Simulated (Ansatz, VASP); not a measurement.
**P in VASP and in Ansatz**

File INCAR:

```
PREC = Accurate
ENCUT = 520
EDIFF = 1E-7
ISMEAR = 0
SIGMA = 0.05
LREAL = False
LASPH = True
NELM = 100
ALGO = Normal
ISIF = 2
LWAVE = False
LCHARG = False
LDIPOL = True
IDIPOL = 3
DIPOL = 0.5 0.5 0.390
GGA = PE
IVDW = 12
NBANDS = 30
```

The input KPOINTS:

```
Automatic mesh
0
Gamma
  8 6 1
```

The input POSCAR:

```
P
1.0
    3.2961869629      0.0000000000      0.0000000000
    0.0000000000      4.4391557027      0.0000000000
    0.0000000000      0.0000000000     21.7461973615
P
8
Direct
    0.5000000000      0.9174951453      0.2069327306
    0.0000000000      0.5825048547      0.2069327306
    0.5000000000      0.0825048547      0.3045635322
    0.0000000000      0.4174951453      0.3045635322
    0.7500000000      0.2075048547      0.4751680723
    1.2500000000      0.5424951453      0.4751680723
    0.7500000000      1.0424951453      0.5727988740
    1.2500000000      0.7075048547      0.5727988740
```

Input for Ansatz:

```yaml
crystal:
  lattice:
    - [3.2961869629, 0.0, 0.0]
    - [0.0, 4.4391557027, 0.0]
    - [0.0, 0.0, 21.7461973615]
  atoms:
    - { symbol: P, position: [0.5, 0.9174951453, 0.2069327306] }
    - { symbol: P, position: [0.0, 0.5825048547, 0.2069327306] }
    - { symbol: P, position: [0.5, 0.0825048547, 0.3045635322] }
    - { symbol: P, position: [0.0, 0.4174951453, 0.3045635322] }
    - { symbol: P, position: [0.75, 0.2075048547, 0.4751680723] }
    - { symbol: P, position: [1.25, 0.5424951453, 0.4751680723] }
    - { symbol: P, position: [0.75, 1.0424951453, 0.572798874] }
    - { symbol: P, position: [1.25, 0.7075048547, 0.572798874] }
basis:
  ecutwfc: 420
kpoints:
  mp_grid: { grid: [8, 6, 1] }
hamiltonian:
  xc: pbe
  dispersion: d3bj
scf:
  occupations: { method: gaussian, width: 0.05 }
output:
  forces: true
  eigenvalues: true
efield:
  axis: 3
  dipole_correction: true
  ramp_width: 0.04
```

Alike in both runs: task single point; functional PBE; dispersion D3(BJ); k mesh 8 × 6 × 1; occupations gaussian, width 0.05 eV; no spin polarisation.

```csv
,VASP,Ansatz
version,VASP 6.6.1,Ansatz 0.2.0
potentials or method,"VASP PAW PBE potentials, release 64 (P), cutoff 520 eV","scalar-relativistic, plane waves, PAW"
valence electrons in the cell,40,40
```

|  | VASP | Ansatz | Ansatz less VASP |
| --- | --- | --- | --- |
| gap on the k mesh at the Fermi level (eV) | 0.34 | 0.33 | -0.011 |
| least direct gap on the mesh (eV) | 0.34 | 0.33 | -0.011 |
| rms of the force components (eV/Å) | 0.036 | 0.042 | +0.0066 |

Atom by atom the forces differ by 0.031 eV/Å (rms over components).
